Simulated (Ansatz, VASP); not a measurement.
Ge: VASP beside Ansatz

The input INCAR:

```
PREC = Accurate
ENCUT = 520
EDIFF = 1E-6
ISMEAR = -1
SIGMA = 0.08
LREAL = F
LASPH = T
NELM = 60
ALGO = Normal
ISIF = 2
LWAVE = F
LCHARG = F
GGA = PE
NBANDS = 21
```

Contents of KPOINTS:

```
regular mesh
0
Gamma
  11 11 11
```

File POSCAR:

```
Ge
1.0
    0.0000000000      2.4300537139      2.4300537139
    2.4300537139      0.0000000000      2.4300537139
    2.4300537139      2.4300537139      0.0000000000
Ge
2
Direct
   -0.1250000000     -0.1250000000     -0.1250000000
    0.1250000000      0.1250000000      0.1250000000
```

Input for Ansatz:

```yaml
crystal:
  lattice:
    - [0.0, 2.4300537139, 2.4300537139]
    - [2.4300537139, 0.0, 2.4300537139]
    - [2.4300537139, 2.4300537139, 0.0]
  atoms:
    - { symbol: Ge, position: [-0.125, -0.125, -0.125] }
    - { symbol: Ge, position: [0.125, 0.125, 0.125] }
kpoints:
  mp_grid: { grid: [11, 11, 11] }
scf:
  occupations: { method: fermi_dirac, width: 0.08 }
hamiltonian:
  xc: pbe
  pseudopotentials: { kind: all_electron, lapw: { basis_error: 0.001 } }
output:
  forces: true
  stress: true
  eigenvalues: true
  populations: true
```

Change from the starting cell: volume scaled by 0.6, LAPW.

Alike in both runs: task single point; functional PBE; k mesh 11 × 11 × 11; occupations fermi-dirac, width 0.08 eV; no spin polarisation.

```csv
,VASP,Ansatz
version,VASP 6.6.1,Ansatz 0.2.0
potentials or method,"VASP PAW PBE potentials, release 64 (Ge_d), cutoff 520 eV","all-electron LAPW, scalar-relativistic"
```

```csv
,VASP,Ansatz,Ansatz less VASP
pressure (GPa),97.7,97.5,-0.20
```

Both programs put the cell under a high pressure, so it lies far from rest at this level. Ansatz ran all-electron here, and VASP with PAW potentials.

Noted on VASP's run: the cell as given lies far from equilibrium.
